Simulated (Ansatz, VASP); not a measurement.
## Pb: VASP beside Ansatz

```
Pb
1.0
    -1.83775    1.83775    1.83775
     1.83775   -1.83775    1.83775
     1.83775    1.83775   -1.83775
Pb
1
Direct
  0.00000 0.00000 0.00000
```

Alike in both runs: task single point; functional rpbe exchange, lyp correlation; k mesh 9 × 9 × 9; occupations fermi-dirac, width 0.05 eV; no spin polarisation.

|  | VASP | Ansatz |
| --- | --- | --- |
| version | VASP 6.6.1 | Ansatz 0.2.0 |
| potentials or method | VASP PAW PBE potentials, release 64 (Pb_d), cutoff 500 eV | all-electron LAPW, scalar-relativistic |

Ansatz gave:

| Quantity | Value |
| --- | --- |
| gap on the k mesh at the Fermi level (eV) | none |
| pressure (GPa) | 25.4 |

Estimate VASP's values.

gap on the k mesh at the Fermi level (eV): none; pressure (GPa): 25.3.

VASP's potentials were made for PBE, not for rpbe exchange, lyp correlation. A gap of «none» marks a metal or a gap that the smearing closes. Ansatz ran all-electron here, and VASP with PAW potentials.

Neither program's run includes spin-orbit coupling.
